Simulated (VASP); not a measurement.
# Pt (Fm-3m) in VASP: further runs, part 2 of 2

VASP 6.6.1. Earlier steps stand in the parts before.

## 3. Single point, PBE

This run uses another cell than the first one, of 15.97 Å³/atom, 1.020 times its volume.

Contents of INCAR:

```
PREC = Accurate
ENCUT = 520
EDIFF = 1E-6
ISMEAR = -1
SIGMA = 0.06122561905347299
LREAL = False
LASPH = True
NELM = 60
ALGO = Normal
ISIF = 2
LWAVE = False
LCHARG = False
GGA = PE
NBANDS = 11
```

Contents of KPOINTS:

```
Automatic mesh
0
Gamma
  24 24 24
```

Contents of POSCAR:

```
Pt
1.0
    0.0000000000      1.9986951369      1.9986951369
    1.9986951369      0.0000000000      1.9986951369
    1.9986951369      1.9986951369      0.0000000000
Pt
1
Direct
    0.0000000000      0.0000000000      0.0000000000
```

Potentials or basis: VASP PAW PBE potentials, release 64 (Pt).

The run is started by

```console
> cat potpaw_PBE.64/Pt/POTCAR > POTCAR
> mpirun -np 1 vasp_std > vasp.out
```

OUTCAR:

```text
PREC = Accurate
   ENCUT = 520
   EDIFF = 1E-6
   ISMEAR = -1
   LREAL = False
   LASPH = True
   NELM = 60
   ISIF = 2
   GGA = PE

 ion  position               nearest neighbor table
   1  0.000  0.000  0.000-

  LATTYP: Found a face centered cubic cell.
 ALAT       =     3.9973902738

  Lattice vectors:

 A1 = (   0.0000000000,   1.9986951369,   1.9986951369)
 A2 = (   1.9986951369,   0.0000000000,   1.9986951369)
 A3 = (   1.9986951369,   1.9986951369,   0.0000000000)

Analysis of symmetry for initial positions (statically):
=====================================================================
 Subroutine PRICEL returns:
 Original cell was already a primitive cell.

 Routine SETGRP: Setting up the symmetry group for a
 face centered cubic supercell.

 Subroutine GETGRP returns: Found 48 space group operations
 (whereof 48 operations were pure point group operations)
 out of a pool of 48 trial point group operations.

The static configuration has the point symmetry O_h .

Analysis of symmetry for dynamics (positions and initial velocities):
=====================================================================
 Subroutine PRICEL returns:
 Original cell was already a primitive cell.

 Routine SETGRP: Setting up the symmetry group for a
 face centered cubic supercell.

 Subroutine GETGRP returns: Found 48 space group operations
 (whereof 48 operations were pure point group operations)
 out of a pool of 48 trial point group operations.

The dynamic configuration has the point symmetry O_h .

 Subroutine INISYM returns: Found 48 space group operations
 (whereof 48 operations are pure point group operations),
 and found     1 'primitive' translations

----------------------------------------------------------------------------------------

                                     Primitive cell

  volume of cell :      15.9687

[... 104 lines left out ...]
   IMIX   =      4    mixing-type and parameters
     AMIX     =   0.40;   BMIX     =  1.00
     AMIX_MAG =   1.60;   BMIX_MAG =  1.00
  volume/ion in A,a.u.               =      15.97       107.76
  Fermi-wavevector in a.u.,A,eV,Ry     =   1.400613  2.646776 26.690792  1.961718
  Thomas-Fermi vector in A             =   2.523557
   LORBIT       =      0    0 simple, 1 ext, 2 COOP (PROOUT), +10 PAW based schemes
   GGA     = PE    functional components
   LHFCALC =     F    Hartree Fock is set to
   AEXX    =    0.0000 exact exchange contribution
   IVDW    =     0    specifies the selected vdW correction
   LEPSILON=     F    determine dielectric tensor
   LRPA    =     F    only Hartree local field effects (RPA)
 non-spin polarized calculation
  energy-cutoff  :      520.00
  volume of cell :       15.97
 maximum number of plane-waves:       445
 NGX is ok and might be reduce to    24
   NGX = 11   NGY = 11   NGZ = 11

 number of electron      10.0000000 magnetization

 Free energy of the ion-electron system (eV)
  ---------------------------------------------------
  ext. energy  EPLUGINS =         0.00000000
  ---------------------------------------------------
  free energy    TOTEN  =        -6.10487926 eV

  energy without entropy =       -6.07961074  energy(sigma->0) =       -6.09224500

 E-fermi :  10.1894     XC(G=0): -13.1490

 val. band max:       10.1869420319   @ k =   0.4583   0.0417   0.0000
 cond. band min:      10.1898135151   @ k =   0.5000   0.5000   0.0000
 fundamental gap:      0.0028714832
 Fermi energy:        10.1893764196

 k-point     1 :       0.0000    0.0000    0.0000
  band No.  band energies     occupation
      1       0.6104      2.00000
      2       6.7462      2.00000
      3       6.7462      2.00000
      4       6.7462      2.00000
      5       8.7063      2.00000
      6       8.7063      2.00000
      7      24.9800      0.00000
      8      29.6249      0.00000
      9      29.6249      0.00000
     10      29.6249      0.00000
     11      34.7644      0.00000
[... 309 lines left out ...]
 k-point    24 :       0.4583    0.0417    0.0000
  band No.  band energies     occupation
      1       3.5018      2.00000
      2       6.6759      2.00000
      3       6.7726      2.00000
      4       8.9722      2.00000
      5      10.1869      1.01988
      6      10.4996      0.01252
      7      16.3644      0.00000
      8      24.7425      0.00000
      9      28.7560      0.00000
     10      29.0340      0.00000
     11      37.0888      0.00000

 [... further k-points ...]
[... 5 lines left out ...]
  --------------------------------------------------------------------------------------
  -------------------------------------------------------------------------------------
  Total       -0.5164041     -0.5164041     -0.5164041      0.0000000      0.0000000      0.0000000
  in kB      -51.8120335    -51.8120335    -51.8120335      0.0000000      0.0000000      0.0000000
  external PRESSURE =     -51.8120335 kB  Pullay stress =       0.0000000 kB

 VOLUME and BASIS-vectors are now :
 -----------------------------------------------------------------------------
  energy-cutoff  :      520.00
  volume of cell :       15.97
      direct lattice vectors                 reciprocal lattice vectors
     0.000000000  1.998695137  1.998695137    -0.250163214  0.250163214  0.250163214
     1.998695137  0.000000000  1.998695137     0.250163214 -0.250163214  0.250163214
     1.998695137  1.998695137  0.000000000     0.250163214  0.250163214 -0.250163214

 POSITION                                       TOTAL-FORCE (eV/Angst)
 -----------------------------------------------------------------------------------
      0.00000      0.00000      0.00000         0.000000     -0.000000     -0.000000
 -----------------------------------------------------------------------------------
    total drift:                               -0.000000      0.000000     -0.000000

  FREE ENERGIE OF THE ION-ELECTRON SYSTEM (eV)
  ---------------------------------------------------
  free  energy   TOTEN  =        -6.1048792638 eV

  energy  without entropy=       -6.0796107397  energy(sigma->0) =       -6.09224500
```

stdout:

```text
POSCAR found type information on POSCAR Pt
 POSCAR found :  1 types and       1 ions
 scaLAPACK will be used
 LDA part: xc-table for (Slater+PW92), standard interpolation
 POSCAR, INCAR and KPOINTS ok, starting setup
 FFT: planning ... GRIDC
 FFT: planning ... GRID_SOFT
 FFT: planning ... GRID
 WAVECAR not read
 entering main loop
```

It took 23 s on 1 thread of Intel Xeon Platinum 8559C (Emerald Rapids), shared host; peak memory 0.2 GiB.

Results:

| Item | Value |
| --- | --- |
| Free energy | -6.1049 eV |
| Pressure | -5.2 GPa |
| Band gap on the k mesh | zero (band 5 reaches 10.63 eV, above the bottom of band 6 at 8.62 eV) |

Caveat: spin-orbit coupling is left out, which moves the levels of the heavy elements.

## 4. Single point, PBE

This run uses another cell than the first one, of 16.28 Å³/atom, 1.040 times its volume.

Contents of INCAR:

```
SYSTEM = Pt
PREC = Accurate
ENCUT = 520
EDIFF = 1E-6
ISMEAR = -1
SIGMA = 0.06122561905347299
LREAL = .FALSE.
LASPH = .TRUE.
NELM = 80
ALGO = Normal
ISIF = 2
LWAVE = .FALSE.
LCHARG = .FALSE.
GGA = PE
NBANDS = 11
```

Contents of KPOINTS:

```
regular mesh
0
G
  24 24 24
  0 0 0
```

Contents of POSCAR:

```
Pt
1.0
    0.0000000000      2.0116740404      2.0116740404
    2.0116740404      0.0000000000      2.0116740404
    2.0116740404      2.0116740404      0.0000000000
Pt
1
Direct
    0.0000000000      0.0000000000      0.0000000000
```

The run is started by

```console
> cat potpaw_PBE.64/Pt/POTCAR > POTCAR
> mpirun -np 1 vasp_std > vasp.out
```

Wall time 21 s (1 thread of Intel Xeon Platinum 8559C (Emerald Rapids), shared host); peak memory 0.2 GiB.

It converged, with:

```
Free energy            : -6.0910 eV
Pressure               : -9.2 GPa
Band gap on the k mesh : zero (band 5 reaches 10.27 eV, above the bottom of band 6 at 8.32 eV)
```

Levels at points of the mesh, in eV from the Fermi level:
| k point | band 2 | band 3 | band 4 | band 5 | band 6 | band 7 | band 8 | band 9 |
| --- | --- | --- | --- | --- | --- | --- | --- | --- |
| (0.00, 0.00, 0.00) | -3.33 | -3.33 | -3.33 | -1.44 | -1.44 | 14.83 | 19.37 | 19.37 |
| (0.50, 0.00, 0.00) | -3.38 | -3.38 | -0.15 | 0.03 | 0.03 | 5.29 | 14.37 | 18.45 |
| (0.50, 0.50, 0.00) | -5.85 | 0.00 | 0.42 | 0.42 | 1.94 | 8.09 | 11.16 | 11.16 |

Caveat: spin-orbit coupling is left out, which moves the levels of the heavy elements.

## 5. Single point, PBE

This run uses another cell than the first one, of 16.28 Å³/atom, 1.040 times its volume.

Contents of INCAR:

```
  PREC = Accurate
  ENCUT = 520
  EDIFF = 1E-7
  ISMEAR = -1
  SIGMA = 0.06122561905347299
  LREAL = F
  LASPH = T
  NELM = 100
  ALGO = Normal
  ISIF = 2
  LWAVE = F
  LCHARG = F
  GGA = PE
  NBANDS = 11
```

Contents of KPOINTS:

```
Automatic mesh
0
Gamma
  24 24 24
```

POSCAR is that of step 4.

The run is started by

```console
> cat potpaw_PBE.64/Pt/POTCAR > POTCAR
> mpirun -np 1 vasp_std > vasp.out
```

It took 24 s on 1 thread of Intel Xeon Platinum 8559C (Emerald Rapids), shared host; peak memory 0.2 GiB.

It converged, with:

- Free energy: -6.0910 eV
- Pressure: -9.2 GPa
- Band gap on the k mesh: zero (band 5 reaches 10.27 eV, above the bottom of band 6 at 8.32 eV)

Levels at points of the mesh, in eV from the Fermi level:
```tsv
k point	band 1	band 2	band 3	band 4	band 5	band 6	band 7	band 8	band 9	band 10
(0.00, 0.00, 0.00)	-9.37	-3.33	-3.33	-3.33	-1.44	-1.44	14.83	19.37	19.37	19.37
(0.50, 0.00, 0.00)	-6.55	-3.38	-3.38	-0.15	0.03	0.03	5.29	14.37	18.45	18.45
(0.50, 0.50, 0.00)	-6.26	-5.85	0.00	0.42	0.42	1.94	8.09	11.16	11.16	19.23
```

Caveat: spin-orbit coupling is left out, which moves the levels of the heavy elements.

## 6. Single point, PBE

This run uses another cell than the first one, of 16.59 Å³/atom, 1.060 times its volume.

Contents of INCAR:

```
SYSTEM = Pt
PREC = Accurate ; ENCUT = 520
EDIFF = 1E-7 ; ISMEAR = -1
SIGMA = 0.06122561905347299 ; LREAL = .False.
LASPH = .True. ; NELM = 100
ALGO = Normal ; ISIF = 2
LWAVE = .False. ; LCHARG = .False.
GGA = PE ; NBANDS = 11
```

Contents of KPOINTS:

```
regular mesh
0
Gamma
  24 24 24
  0 0 0
```

Contents of POSCAR:

```
Pt
1.0
    0.0000000000      2.0244875964      2.0244875964
    2.0244875964      0.0000000000      2.0244875964
    2.0244875964      2.0244875964      0.0000000000
Pt
1
Direct
    0.0000000000      0.0000000000      0.0000000000
```

Potentials or basis: VASP PAW PBE potentials, release 64 (Pt).

The run is started by

```console
> cat potpaw_PBE.64/Pt/POTCAR > POTCAR
> mpirun -np 1 vasp_std > vasp.out
```

OUTCAR:

```text
SYSTEM = Pt
   PREC = Accurate
   ENCUT = 520
   EDIFF = 1E-7
   ISMEAR = -1
   LREAL = .False.
   LASPH = .True.
   NELM = 100
   ISIF = 2
   GGA = PE

 ion  position               nearest neighbor table
   1  0.000  0.000  0.000-

  LATTYP: Found a face centered cubic cell.
 ALAT       =     4.0489751928

  Lattice vectors:

 A1 = (   0.0000000000,   2.0244875964,   2.0244875964)
 A2 = (   2.0244875964,   0.0000000000,   2.0244875964)
 A3 = (   2.0244875964,   2.0244875964,   0.0000000000)

Analysis of symmetry for initial positions (statically):
=====================================================================
 Subroutine PRICEL returns:
 Original cell was already a primitive cell.

 Routine SETGRP: Setting up the symmetry group for a
 face centered cubic supercell.

 Subroutine GETGRP returns: Found 48 space group operations
 (whereof 48 operations were pure point group operations)
 out of a pool of 48 trial point group operations.

The static configuration has the point symmetry O_h .

Analysis of symmetry for dynamics (positions and initial velocities):
=====================================================================
 Subroutine PRICEL returns:
 Original cell was already a primitive cell.
[... 160 lines left out ...]
 fundamental gap:      0.0047485016
 Fermi energy:         9.5072596509

 k-point     1 :       0.0000    0.0000    0.0000
  band No.  band energies     occupation
      1       0.3350      2.00000
      2       6.2761      2.00000
      3       6.2761      2.00000
      4       6.2761      2.00000
      5       8.1144      2.00000
      6       8.1144      2.00000
      7      24.3729      0.00000
      8      28.8040      0.00000
      9      28.8040      0.00000
     10      28.8040      0.00000
     11      33.8113      0.00000
[... 309 lines left out ...]
 k-point    24 :       0.4583    0.0417    0.0000
  band No.  band energies     occupation
      1       3.1839      2.00000
      2       6.2147      2.00000
      3       6.3050      2.00000
      4       8.4259      2.00000
      5       9.5011      1.05052
      6       9.8388      0.00886
      7      15.4222      0.00000
      8      24.1092      0.00000
      9      27.7757      0.00000
     10      28.0412      0.00000
     11      35.8485      0.00000

 [... further k-points ...]
[... 5 lines left out ...]
  --------------------------------------------------------------------------------------
  -------------------------------------------------------------------------------------
  Total       -1.3208376     -1.3208376     -1.3208376     -0.0000000      0.0000000      0.0000000
  in kB     -127.5218646   -127.5218646   -127.5218646     -0.0000000      0.0000000      0.0000000
  external PRESSURE =    -127.5218646 kB  Pullay stress =       0.0000000 kB

 VOLUME and BASIS-vectors are now :
 -----------------------------------------------------------------------------
  energy-cutoff  :      520.00
  volume of cell :       16.59
      direct lattice vectors                 reciprocal lattice vectors
     0.000000000  2.024487596  2.024487596    -0.246976075  0.246976075  0.246976075
     2.024487596  0.000000000  2.024487596     0.246976075 -0.246976075  0.246976075
     2.024487596  2.024487596  0.000000000     0.246976075  0.246976075 -0.246976075

 POSITION                                       TOTAL-FORCE (eV/Angst)
 -----------------------------------------------------------------------------------
      0.00000      0.00000      0.00000         0.000000     -0.000000      0.000000
 -----------------------------------------------------------------------------------
    total drift:                               -0.000000      0.000000     -0.000000

  FREE ENERGIE OF THE ION-ELECTRON SYSTEM (eV)
  ---------------------------------------------------
  free  energy   TOTEN  =        -6.0696613460 eV

  energy  without entropy=       -6.0429629521  energy(sigma->0) =       -6.05631215
```

stdout:

```text
POSCAR found type information on POSCAR Pt
 POSCAR found :  1 types and       1 ions
 scaLAPACK will be used
 LDA part: xc-table for (Slater+PW92), standard interpolation
 POSCAR, INCAR and KPOINTS ok, starting setup
 FFT: planning ... GRIDC
 FFT: planning ... GRID_SOFT
 FFT: planning ... GRID
 WAVECAR not read
 entering main loop
```

It took 22 s on 1 thread of Intel Xeon Platinum 8559C (Emerald Rapids), shared host; peak memory 0.2 GiB.

What came out:

```
Free energy            : -6.0697 eV
Pressure               : -12.8 GPa
Band gap on the k mesh : zero (band 5 reaches 9.92 eV, above the bottom of band 6 at 8.03 eV)
```

Caveat: spin-orbit coupling is left out, which moves the levels of the heavy elements.

## 7. Summary

```csv
cell,gap on the mesh (eV),pressure (GPa)
"a = 2.808 Å, angles 60.0°, 1 atom",none,-0.6
"a = 2.827 Å, angles 60.0°, 1 atom",none,-5.2
"a = 2.845 Å, angles 60.0°, 1 atom",none,-9.2
"a = 2.863 Å, angles 60.0°, 1 atom",none,-12.8
```

Alike in all rows: task single point; level PBE; potentials or basis VASP PAW PBE potentials, release 64 (Pt); no spin polarisation; k mesh 24 × 24 × 24; cutoff (eV) 520; smearing fermi-dirac 0.0612256 eV.

Caveats: spin-orbit coupling is left out, which moves the levels of the heavy elements.

Total energies depend on the potentials used, so only differences within one code and one set of settings carry meaning.
